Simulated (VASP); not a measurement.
Runs of VASP 6.6.1 on GdSeO. The structure is that of space group P4/nmm (No. 129), or close to it. The cells are those of the table. 

```csv
task,U,cell,cutoff (eV),LDAUTYPE,hund's J,gap on the mesh (eV),pressure (GPa),moment (μB),relaxed volume (Å³/atom),largest force (eV/Å)
relaxation of cell and atoms,Gd f U = 2.0 eV,"relaxed from a = 3.954, b = 3.954, c = 6.909 Å, 6 atoms",600,-,-,none,0.0,13.90,(a),0.01
single point,"Gd f U = 7.02 eV, J = 0.41 eV","a = 4.125, b = 4.125, c = 6.953 Å, 6 atoms",520,1,0.41,none,0.1,14.02,-,0.01
relaxation of cell and atoms,"Gd f U = 7.02 eV, J = 0.41 eV","relaxed from a = 3.954, b = 3.954, c = 6.909 Å, 6 atoms",600,1,0.41,none,0.0,14.02,19.73,0.01
single point,Gd f U = 2.0 eV,"a = 4.117, b = 4.117, c = 6.949 Å, 6 atoms",520,-,-,none,0.2,13.90,-,(b)
```

Alike in all rows: level PBE+U; potentials or basis VASP PAW PBE potentials, release 64 (Gd, Se, O); spin collinear, ferromagnetic start; k mesh 5 × 5 × 3; smearing fermi-dirac 0.1 eV.

Q: Estimate the missing entries.

A: (a) 19.64; (b) 0.02.

Caveats: spin-orbit coupling is left out, which moves the levels of the heavy elements.

A k mesh can miss the band edges, and the runs leave out spin-orbit coupling on Gd, Se.

A gap of «none» marks levels without a gap at the run's occupations.
